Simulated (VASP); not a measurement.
A run of VASP 6.6.1 is set up as follows.

Contents of INCAR:

```
PREC = Accurate ; ENCUT = 690
EDIFF = 1E-6 ; ISMEAR = -1
SIGMA = 0.05 ; LREAL = F
LASPH = T ; NELM = 200
ALGO = Normal ; ISIF = 2
LWAVE = F ; LCHARG = F
ISPIN = 2 ; MAGMOM = 1.537 -1.537
LORBIT = 11 ; LMAXMIX = 4
GGA = PE ; NBANDS = 27
GGA_COMPAT = F
```

File KPOINTS:

```
regular mesh
0
Gamma
  15 15 10
```

File POSCAR:

```
Fe
1.0
    2.4214045604      0.0000000000      0.0000000000
    0.0000000000      2.4214045604      0.0000000000
    0.0000000000      0.0000000000      3.6811585483
Fe
2
Direct
    1.0000000000      1.0000000000      0.0000000000
    0.5000000000      0.5000000000      0.5000000000
```

Potentials or basis: VASP PAW PBE potentials, release 64 (Fe_sv).

The run is started by

```console
$ cat potpaw_PBE.64/Fe_sv/POTCAR > POTCAR
$ mpirun -np 1 vasp_std > vasp.out
```

Problem. Predict the site moments.

Solution. Fe +1.50, -1.50 μB.

Problem. Predict the net moment.

Solution. 0.00 μB per cell.

Problem. Predict the pressure.

Solution. -1.6 GPa.

Problem. Estimate the band gap on the k mesh.

Solution. Zero (filled and empty bands overlap).

Stress tensor (GPa, compression positive):
```
-1.53  0.00  0.00
 0.00 -1.53  0.00
 0.00  0.00 -1.72
```

Caveat: the antiferromagnetic order is the one typed at the start, and another may lie lower.
